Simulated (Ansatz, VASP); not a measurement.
**BP: VASP beside Ansatz**

```
CELL_PARAMETERS angstrom
2.31362 2.31362 0.00000
-2.31362 2.31362 0.00000
0.00000 2.31362 2.24983
ATOMIC_POSITIONS crystal
B 0.00000 0.00000 0.00000
P 0.75000 0.25000 0.50000
```

Change from the starting cell: film at in-plane strain +0.02.

Alike in both runs: task single point; functional r2SCAN; k mesh 8 × 8 × 8; no spin polarisation.

|  | VASP | Ansatz |
| --- | --- | --- |
| version | VASP 6.6.1 | Ansatz 0.2.0 |
| potentials or method | VASP PAW PBE potentials, release 64 (B, P) | PAW with Ansatz's default frozen-core files, scalar-relativistic |
| plane-wave cutoff (eV) | 520 | 500 |
| occupations | gaussian, width 0.01 eV | fixed |
| valence electrons in the cell | 8 | 8 |

Ansatz gave:

| Property | Result |
| --- | --- |
| gap on the k mesh at the Fermi level (eV) | 1.05 |
| pressure (GPa) | -5.0 |
| traceless stress, the component that is largest in VASP (GPa) | 5.02 |

Q: What did VASP give for the same quantities?

A: gap on the k mesh at the Fermi level (eV): 1.08; pressure (GPa): -5.5; traceless stress, the component that is largest in VASP (GPa): 5.04.

VASP's potentials were made for PBE, not for r2SCAN.
